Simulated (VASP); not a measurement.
# ZrB (Fmmm) in VASP: further runs, part 2 of 2

VASP 6.6.1.

## 3. Single point, LDA (normal strain along x +0.0700, normal strain along z -0.0733)

Input file INCAR:

```
SYSTEM = ZrB
  ALGO = Normal
  EDIFF = 1E-6
  ENCUT = 520
  GGA = CA
  ISIF = 2
  ISMEAR = 0
  LASPH = .TRUE.
  LCHARG = .TRUE.
  LELF = .TRUE.
  LREAL = .FALSE.
  LVHAR = .TRUE.
  LWAVE = .FALSE.
  NBANDS = 14
  NELM = 60
  PREC = Accurate
  SIGMA = 0.15
```

Input file KPOINTS:

```
k-points
0
G
  16 16 16
  0 0 0
```

Input file POSCAR:

```
ZrB
1.0
    0.0000000000      2.4153850465      2.2383373226
    2.5844619998      0.0000000000      2.2383373226
    2.5844619998      2.4153850465      0.0000000000
Zr B
1 1
Direct
    0.0000000000      0.0000000000      0.0000000000
    0.5000000000      0.5000000000      0.5000000000
```

Potentials or basis: VASP PAW LDA potentials, release 64 (Zr_sv, B).

The run is started by

```sh
> cat potpaw_LDA.64/Zr_sv/POTCAR potpaw_LDA.64/B/POTCAR > POTCAR
> mpirun -np 1 vasp_std > vasp.out
```

OUTCAR:

```text
SYSTEM = ZrB
   EDIFF = 1E-6
   ENCUT = 520
   GGA = CA
   ISIF = 2
   ISMEAR = 0
   LASPH = .TRUE.
   LREAL = .FALSE.
   NELM = 60
   PREC = Accurate

 ion  position               nearest neighbor table
   1  0.000  0.000  0.000-   2 2.24   2 2.24   2 2.42   2 2.42   2 2.58   2 2.58
   2  0.500  0.500  0.500-   1 2.24   1 2.24   1 2.42   1 2.42   1 2.58   1 2.58

  LATTYP: Found a face centered orthorhombic cell.
 ALAT       =     4.4766746452
 B/A-ratio  =     1.0790978742
 C/A-ratio  =     1.1546347254

  Lattice vectors:

 A1 = (   2.5844619998,  -2.4153850465,   0.0000000000)
 A2 = (   2.5844619998,   0.0000000000,   2.2383373226)
 A3 = (   0.0000000000,  -2.4153850465,   2.2383373226)

Analysis of symmetry for initial positions (statically):
=====================================================================
 Subroutine PRICEL returns:
 Original cell was already a primitive cell.

 Routine SETGRP: Setting up the symmetry group for a
 face centered orthorhombic supercell.

 Subroutine GETGRP returns: Found  8 space group operations
 (whereof  8 operations were pure point group operations)
 out of a pool of  8 trial point group operations.

[... 169 lines left out ...]
 k-point     1 :       0.0000    0.0000    0.0000
  band No.  band energies     occupation
      1     -39.1137      2.00000
      2     -17.1233      2.00000
      3     -17.0900      2.00000
      4     -17.0290      2.00000
      5      -0.1843      2.00000
      6       8.9394      0.00000
      7       9.6462      0.00000
      8      10.3220      0.00000
      9      10.3716      0.00000
     10      11.0296      0.00000
     11      11.3300      0.00000
     12      11.4877      0.00000
     13      11.8938      0.00000
     14      18.8632      0.00000
[... 377 lines left out ...]
      1     -39.1066      2.00000
      2     -17.1441      2.00000
      3     -17.1241      2.00000
      4     -17.0529      2.00000
      5       0.0350      2.00000
      6       8.7978      0.00000
      7       9.0652      0.00000
      8       9.5047      0.00000
      9       9.5960      0.00000
     10      10.8815      0.00000
     11      12.1399      0.00000
     12      12.5269      0.00000
     13      13.1537      0.00000
     14      19.3950      0.00000

 [... further k-points ...]
[... 5 lines left out ...]
  --------------------------------------------------------------------------------------
  -------------------------------------------------------------------------------------
  Total       -2.8831227      0.5839164      5.1503140      0.0000000     -0.0000000      0.0000000
  in kB     -165.2957370     33.4772049    295.2787793      0.0000000     -0.0000000      0.0000000
  external PRESSURE =      54.4867490 kB  Pullay stress =       0.0000000 kB

 VOLUME and BASIS-vectors are now :
 -----------------------------------------------------------------------------
  energy-cutoff  :      520.00
  volume of cell :       27.95
      direct lattice vectors                 reciprocal lattice vectors
     0.000000000  2.415385046  2.238337323    -0.193463862  0.207006332  0.223380093
     2.584462000  0.000000000  2.238337323     0.193463862 -0.207006332  0.223380093
     2.584462000  2.415385046  0.000000000     0.193463862  0.207006332 -0.223380093

 POSITION                                       TOTAL-FORCE (eV/Angst)
 -----------------------------------------------------------------------------------
      0.00000      0.00000      0.00000         0.000000      0.000000      0.000000
      2.58446      2.41539      2.23834        -0.000000      0.000000      0.000000
 -----------------------------------------------------------------------------------
    total drift:                                0.000000     -0.000000     -0.000000

  FREE ENERGIE OF THE ION-ELECTRON SYSTEM (eV)
  ---------------------------------------------------
  free  energy   TOTEN  =       -17.2216618312 eV

  energy  without entropy=      -17.2059766270  energy(sigma->0) =      -17.21381923
```

It took 2.5 min on 1 thread of Intel Xeon Platinum 8488C (Sapphire Rapids), shared host; peak memory 0.35 GiB.

What came out:

| Property | Result |
| --- | --- |
| Free energy | -17.2217 eV |
| Pressure | 5.4 GPa |

Caveat: the cell differs from its parent crystal (normal strain along x +0.0700, normal strain along z -0.0733).

## 4. Single point, LDA (normal strain along x -0.0700, normal strain along z +0.0733)

Input file INCAR:

```
  ALGO = Normal
  EDIFF = 1E-6
  ENCUT = 520
  GGA = CA
  ISIF = 2
  ISMEAR = 0
  LASPH = True
  LCHARG = True
  LELF = True
  LREAL = False
  LVHAR = True
  LWAVE = False
  NBANDS = 14
  NELM = 80
  PREC = Accurate
  SIGMA = 0.15
```

Input file KPOINTS:

```
k-points
0
Gamma
  16 16 16
```

Input file POSCAR:

```
ZrB
1.0
    0.0000000000      2.4153850465      2.5924327704
    2.2463080932      0.0000000000      2.5924327704
    2.2463080932      2.4153850465      0.0000000000
Zr B
1 1
Direct
    0.0000000000      0.0000000000      0.0000000000
    0.5000000000      0.5000000000      0.5000000000
```

Potentials or basis: VASP PAW LDA potentials, release 64 (Zr_sv, B).

The run is started by

```sh
> cat potpaw_LDA.64/Zr_sv/POTCAR potpaw_LDA.64/B/POTCAR > POTCAR
> mpirun -np 1 vasp_std > vasp.out
```

OUTCAR:

```text
EDIFF = 1E-6
   ENCUT = 520
   GGA = CA
   ISIF = 2
   ISMEAR = 0
   LASPH = True
   LREAL = False
   NELM = 80
   PREC = Accurate

 ion  position               nearest neighbor table
   1  0.000  0.000  0.000-   2 2.25   2 2.25   2 2.42   2 2.42   2 2.59   2 2.59
   2  0.500  0.500  0.500-   1 2.25   1 2.25   1 2.42   1 2.42   1 2.59   1 2.59

  LATTYP: Found a face centered orthorhombic cell.
 ALAT       =     4.4926161864
 B/A-ratio  =     1.0752688172
 C/A-ratio  =     1.1540860215

  Lattice vectors:

[... 586 lines left out ...]
      9      10.1464      0.00000
     10      10.1640      0.00000
     11      11.7607      0.00000
     12      12.0135      0.00000
     13      13.8416      0.00000
     14      19.4033      0.00000

 [... further k-points ...]
[... 5 lines left out ...]
  --------------------------------------------------------------------------------------
  -------------------------------------------------------------------------------------
  Total        4.8424789      0.4928387     -3.0758826      0.0000000      0.0000000      0.0000000
  in kB      275.7941970     28.0686950   -175.1810563      0.0000000      0.0000000      0.0000000
  external PRESSURE =      42.8939452 kB  Pullay stress =       0.0000000 kB

 VOLUME and BASIS-vectors are now :
 -----------------------------------------------------------------------------
  energy-cutoff  :      520.00
  volume of cell :       28.13
      direct lattice vectors                 reciprocal lattice vectors
     0.000000000  2.415385046  2.592432770    -0.222587454  0.207006332  0.192869032
     2.246308093  0.000000000  2.592432770     0.222587454 -0.207006332  0.192869032
     2.246308093  2.415385046  0.000000000     0.222587454  0.207006332 -0.192869032

 POSITION                                       TOTAL-FORCE (eV/Angst)
 -----------------------------------------------------------------------------------
      0.00000      0.00000      0.00000        -0.000000     -0.000000      0.000000
      2.24631      2.41539      2.59243         0.000000      0.000000      0.000000
 -----------------------------------------------------------------------------------
    total drift:                               -0.000000      0.000000      0.000000

  FREE ENERGIE OF THE ION-ELECTRON SYSTEM (eV)
  ---------------------------------------------------
  free  energy   TOTEN  =       -17.2303305518 eV

  energy  without entropy=      -17.2146808604  energy(sigma->0) =      -17.22250571
```

It took 2.6 min on 1 thread of Intel Xeon Platinum 8488C (Sapphire Rapids), shared host; peak memory 0.35 GiB.

What came out:

```yaml
Free_energy: -17.2303 eV
Pressure: 4.3 GPa
```

Stress tensor (GPa, compression positive):
```
 27.58   0.00   0.00
  0.00   2.81   0.00
  0.00   0.00 -17.52
```

Levels at points of the mesh, in eV from the Fermi level:
| k point | band 4 | band 5 | band 6 | band 7 | band 8 | band 9 | band 10 | band 11 | band 12 | band 13 |
| --- | --- | --- | --- | --- | --- | --- | --- | --- | --- | --- |
| (0.00, 0.00, 0.00) | -24.94 | -8.05 | 1.05 | 1.78 | 2.42 | 2.47 | 3.14 | 3.45 | 3.60 | 3.98 |
| (0.50, 0.00, 0.00) | -24.99 | -3.95 | -3.80 | -1.55 | -1.25 | 4.65 | 5.44 | 6.59 | 7.59 | 10.52 |
| (0.50, 0.50, 0.00) | -25.07 | -6.27 | -1.32 | -0.86 | 2.45 | 2.89 | 4.60 | 5.67 | 6.03 | 8.28 |
| (0.50, 0.00, 0.50) | -25.13 | -6.18 | -0.84 | -0.64 | 1.99 | 2.59 | 4.35 | 5.23 | 6.52 | 9.18 |
| (0.00, 0.50, 0.50) | -25.24 | -6.12 | -1.01 | 0.27 | 1.64 | 1.80 | 4.83 | 5.42 | 6.31 | 10.05 |

Caveat: the cell differs from its parent crystal (normal strain along x -0.0700, normal strain along z +0.0733).

## 5. Summary

| cell | gap on the mesh (eV) | pressure (GPa) |
| --- | --- | --- |
| a = 3.479, b = 3.402, c = 3.337 Å, angles 62.2, 59.8, 58.0°, 2 atoms | none | 3.9 |
| a = 3.293, b = 3.419, c = 3.537 Å, angles 56.5, 59.9, 63.6°, 2 atoms | none | 5.4 |
| a = 3.543, b = 3.430, c = 3.298 Å, angles 63.5, 60.1, 56.4°, 2 atoms | none | 4.3 |

Alike in all rows: task single point; level LDA; potentials or basis VASP PAW LDA potentials, release 64 (Zr_sv, B); no spin polarisation; k mesh 16 × 16 × 16; cutoff (eV) 520; smearing gaussian 0.15 eV.

Total energies depend on the potentials used, so only differences within one code and one set of settings carry meaning.
